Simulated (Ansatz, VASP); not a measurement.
# Be3TeSe2: VASP beside Ansatz

```
Be Te Se
1.0
    -0.01618   -0.03662   -6.09283
    -0.00376    6.43385    0.03844
     5.72494   -3.22019   -0.00449
Be Te Se
6 2 4
Direct
  0.89418 0.15162 0.95031
  0.36697 0.20400 0.67405
  0.85800 0.77257 0.28205
  0.37297 0.78192 0.02497
  0.34884 0.53184 0.36293
  0.89670 0.51187 0.69943
  0.47992 0.20748 0.04674
  0.00523 0.80493 0.99401
  0.00655 0.14866 0.62659
  0.50950 0.86483 0.34340
  0.00915 0.51931 0.31464
  0.50199 0.50098 0.68089
```

Change from the starting cell: cell x1, atoms moved at random (sigma 0.15 Å) and cell strained at random (1.5 %), then relaxed without symmetry.

Alike in both runs: task relaxation of cell and atoms; functional PBE; k mesh 2 × 4 × 4; occupations gaussian, width 0.1 eV; no spin polarisation.

```csv
,VASP,Ansatz
version,VASP 6.6.1,Ansatz 0.2.0
potentials or method,"VASP PAW PBE potentials, release 64 (Be, Te, Se), cutoff 600 eV","scalar-relativistic, plane waves, PAW"
valence electrons in the cell,48,108
```

|  | VASP | Ansatz | Ansatz less VASP |
| --- | --- | --- | --- |
| gap on the k mesh at the Fermi level, each at its own relaxed structure (eV) | 2.85 | 2.84 | -0.014 |
| relaxed volume (Å³/atom) | 19.08 | 19.04 | -0.046 |
| relaxed cell length with the largest relative difference (Å) | 6.521 | 6.508 | -0.0125 |

VASP's potentials hold 48 valence electrons a cell and Ansatz's 108, so a difference there can come from the potentials and not from the codes.

The k mesh is coarse, so the values compare programs but aren't converged. Neither program's run includes spin-orbit coupling.
